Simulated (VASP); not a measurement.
Wanted: the native input for a VASP 6.6.1 run.

| Property | Result |
| --- | --- |
| Task | single point |
| Functional | LDA |
| Potentials or basis | VASP PAW LDA potentials, release 64 (Li_sv, F) |
| Cutoff | 520 eV |
| k mesh | 10 × 10 × 10 |
| Occupations | gaussian, width 0.01 eV |
| Spin | no spin polarisation |
| Dipole correction | no |
| Further INCAR settings | ALGO = Normal; EDIFF = 1e-06; NBANDS = 12 |

The structure of LiF lies in POSCAR:

```
LiF
1.0
    0.0000000000      1.9099111853      1.9099111853
    1.9099111853      0.0000000000      1.9099111853
    1.9099111853      1.9099111853      0.0000000000
Li F
1 1
Direct
    0.0000000000      0.0000000000      0.0000000000
    0.5000000000      0.5000000000      0.5000000000
```

One way to write it, as run:

INCAR

```
SYSTEM = LiF
PREC     = Accurate       ! precision mode
ENCUT    = 520            ! plane-wave cutoff, eV
EDIFF    = 1E-6           ! SCF threshold, eV
ISMEAR   = 0              ! smearing method
SIGMA    = 0.01           ! smearing width, eV
LREAL    = .FALSE.        ! projectors in reciprocal space
LASPH    = .TRUE.         ! aspherical terms in the spheres
NELM     = 100            ! most SCF steps
ALGO     = Normal         ! electronic algorithm
ISIF     = 2              ! what is computed and relaxed
LWAVE    = .FALSE.        ! write WAVECAR
LCHARG   = .FALSE.        ! write CHGCAR
NBANDS   = 12             ! bands
```

KPOINTS

```
Automatic mesh
0
G
  10 10 10
  0 0 0
```

Potentials or basis: VASP PAW LDA potentials, release 64 (Li_sv, F).

Run with:

```sh
$ cat potpaw_LDA.64/Li_sv/POTCAR potpaw_LDA.64/F/POTCAR > POTCAR
$ mpirun -np 1 vasp_std > vasp.out
```

Results of the run:

| Quantity | Value |
| --- | --- |
| Band gap on the k mesh | 10.42 eV, direct |

It took 8.5 s on 1 thread of Intel Xeon 8259CL, with other jobs on the host, peak memory 0.11 GiB.
